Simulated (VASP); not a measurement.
Set up this calculation in VASP 6.6.1, as the native input.

```
Task                   : single point
Functional             : PBE
Potentials or basis    : VASP PAW PBE potentials, release 64 (Ca_sv, O)
Cutoff                 : 520 eV
k mesh                 : 7 × 7 × 7
Occupations            : fermi-dirac, width 0.02 eV
Spin                   : no spin polarisation
Dipole correction      : no
Further INCAR settings : ALGO = Normal; EDIFF = 1e-06; NBANDS = 15
```

The structure of CaO lies in POSCAR:

```
CaO
1.0
    0.0000000000      2.5045000000      2.5045000000
    2.5045000000      0.0000000000      2.5045000000
    2.5045000000      2.5045000000      0.0000000000
Ca O
1 1
Direct
    0.0000000000      0.0000000000      0.0000000000
    0.5000000000      0.5000000000      0.5000000000
```

One way to write it, as run:

INCAR

```
SYSTEM = CaO
PREC = Accurate
ENCUT = 520
EDIFF = 1E-6
ISMEAR = -1
SIGMA = 0.02
LREAL = .FALSE.
LASPH = .TRUE.
NELM = 80
ALGO = Normal
ISIF = 2
LWAVE = .FALSE.
LCHARG = .FALSE.
GGA = PE
NBANDS = 15
```

KPOINTS

```
Automatic mesh
0
G
  7 7 7
  0 0 0
```

Potentials or basis: VASP PAW PBE potentials, release 64 (Ca_sv, O).

Command:

```console
$ cat potpaw_PBE.64/Ca_sv/POTCAR potpaw_PBE.64/O/POTCAR > POTCAR
$ mpirun -np 1 vasp_std > vasp.out
```

Results of the run:

```
Pressure               : -8.7 GPa
Band gap on the k mesh : 3.72 eV, indirect (least direct gap 3.78 eV)
```

Run time: 8 s on 1 thread of Intel(R) Xeon(R) 6975P-C (Granite Rapids), on a shared host, peak memory 0.15 GiB.
